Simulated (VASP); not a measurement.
Here is a VASP 6.6.1 calculation.

INCAR

```
SYSTEM = BaZrO3
PREC = Accurate
ENCUT = 520
EDIFF = 1E-6
ISMEAR = 0
SIGMA = 0.01
LREAL = .False.
LASPH = .True.
NELM = 60
ALGO = Normal
ISIF = 2
LWAVE = .False.
LCHARG = .True.
GGA = PS
LELF = .True.
LVHAR = .True.
NBANDS = 28
```

Contents of KPOINTS:

```
Automatic mesh
0
Gamma
  4 4 4
  0 0 0
```

The input POSCAR:

```
BaZrO3
1.0
    4.0466942773      0.0000000000      0.0000000000
    0.0000000000      4.0466942773      0.0000000000
    0.0000000000      0.0000000000      4.0466942773
Ba Zr O
1 1 3
Direct
    0.0000000000      0.0000000000      0.0000000000
    0.5000000000      0.5000000000      0.5000000000
    0.0000000000      0.5000000000      0.5000000000
    0.5000000000      0.0000000000      0.5000000000
    0.5000000000      0.5000000000      0.0000000000
```

Potentials or basis: VASP PAW PBE potentials, release 64 (Ba_sv, Zr_sv, O).

Launch:

```sh
$ cat potpaw_PBE.64/Ba_sv/POTCAR potpaw_PBE.64/Zr_sv/POTCAR potpaw_PBE.64/O/POTCAR > POTCAR
$ mpirun -np 1 vasp_std > vasp.out
```

(1) Estimate the pressure.

(2) Predict the band gap on the k mesh.

## Answers

(1) 21.6 GPa.

(2) 3.30 eV, indirect (least direct gap 3.35 eV).

Caveat: the PAW data sets were made with another functional, which shifts forces and pressure a little; spin-orbit coupling is left out, which moves the levels of the heavy elements.
